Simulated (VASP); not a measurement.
Runs of VASP 6.6.1 on Sn. The structure is that of space group Fd-3m (No. 227), or close to it. The cells are those of the table. This isn't the form of Sn at room conditions, which is tetragonal (white tin).

```tsv
task	cell	gap on the mesh (eV)	pressure (GPa)
electric field gradients	a = 4.605 Å, angles 60.0°, 2 atoms	none	0.5
single point	a = 4.590 Å, angles 60.0°, 2 atoms	none	0.9
single point	a = 4.636 Å, angles 58.7°, 2 atoms	none	(a)
single point	a = 4.605 Å, angles 60.0°, 2 atoms	none	0.5
electric field gradients	a = 4.650 Å, angles 60.0°, 2 atoms	none	-0.7
```

Alike in all rows: level PBEsol; potentials or basis VASP PAW PBE potentials, release 64 (Sn_d); no spin polarisation; k mesh 11 × 11 × 11; cutoff (eV) 520; smearing fermi-dirac 0.05 eV.

Fill in the values left out.

(a) 1.0.

Caveats: the PAW data sets were made with another functional, which shifts forces and pressure a little; spin-orbit coupling is left out, which moves the levels of the heavy elements.

A k mesh can miss the band edges, and the runs leave out spin-orbit coupling on Sn.

A gap of «none» marks levels without a gap at the run's occupations.
